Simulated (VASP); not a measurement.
Input of a VASP 6.6.1 run:

The input INCAR:

```
  PREC = Accurate
  ENCUT = 600
  EDIFF = 1E-6
  ISMEAR = -1
  SIGMA = 0.02
  LREAL = F
  LASPH = T
  NELM = 100
  ALGO = Normal
  ISIF = 3
  LWAVE = F
  LCHARG = F
  GGA = CA
  IBRION = 2
  NSW = 60
  EDIFFG = -0.005
```

KPOINTS

```
regular mesh
0
Gamma
  10 10 10
```

The input POSCAR:

```
Ge
1.0
    0.0000000000      2.8285347457      2.8285347457
    2.8285347457      0.0000000000      2.8285347457
    2.8285347457      2.8285347457      0.0000000000
Ge
2
Direct
   -0.1250000000     -0.1250000000     -0.1250000000
    0.1250000000      0.1250000000      0.1250000000
```

Potentials or basis: VASP PAW LDA potentials, release 64 (Ge_d).

Launch:

```bash
$ cat potpaw_LDA.64/Ge_d/POTCAR > POTCAR
$ mpirun -np 1 vasp_std > vasp.out
```

(1) What does it give for the relaxed volume?

(2) Predict the relaxed cell.

(3) Estimate the space group after relaxing (to 0.1 Å).

## Answers

(1) 22.24 Å³/atom.

(2) a = 3.977 Å, b = 3.977 Å, c = 3.977 Å, α = 60.00°, β = 60.00°, γ = 60.00°.

(3) Fd-3m (No. 227).
